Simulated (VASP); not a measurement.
A run of VASP 6.6.1:

Contents of INCAR:

```
SYSTEM = Si16Ge
ALGO = Normal ; EDIFF = 1E-6
ENCUT = 520 ; GGA = PE
ISIF = 2 ; ISMEAR = 0
IVDW = 12 ; LASPH = .TRUE.
LCHARG = .FALSE. ; LREAL = Auto
LWAVE = .FALSE. ; NBANDS = 53
NELM = 80 ; PREC = Accurate
SIGMA = 0.02
```

Contents of KPOINTS:

```
k-points
0
G
  2 2 2
  0 0 0
```

Contents of POSCAR:

```
Si16Ge
1.0
    0.0000000000      5.4300000000      5.4300000000
    5.4300000000      0.0000000000      5.4300000000
    5.4300000000      5.4300000000      0.0000000000
Si Ge
16 1
Direct
    0.0001234807      0.0005162983     -0.0003430018
    0.1240832413      0.1245646409      0.1243767956
    0.0030111418      0.0034343462      0.4967452118
    0.1241143646      0.1245134438      0.6269307551
    0.0052554328      0.4954000000      0.0047987109
    0.1248648250      0.6278075506      0.1236042357
    0.0054199816      0.4952240331      0.4943041436
    0.1367752302      0.6178709945      0.6224350829
    0.4947939227      0.0058848987      0.0049565378
    0.6274128913      0.1252826888      0.1236360958
    0.4949433702      0.0057139042      0.4944529466
    0.6174251381      0.1373135359      0.6227862799
    0.4972347145      0.4976512891      0.0025150092
    0.6229010129      0.6237492634      0.1364903315
    0.4999749540      0.5005090239      0.4997022099
    0.6232925414      0.6233293738      0.6167744936
    0.7499215470      0.7505379374      0.7497073665
```

Potentials or basis: VASP PAW PBE potentials, release 64 (Si, Ge_d).

The run is started by

```sh
$ cat potpaw_PBE.64/Si/POTCAR potpaw_PBE.64/Ge_d/POTCAR > POTCAR
$ mpirun -np 1 vasp_std > vasp.out
```

Hardware: 1 thread of Intel Xeon 8259CL (shared host).

Task: How long does it take, and how much memory?

Result: It took 7.9 min on 1 thread of Intel Xeon 8259CL (shared host), peak memory 0.49 GiB. Counts: scf iterations 14, k points 8.
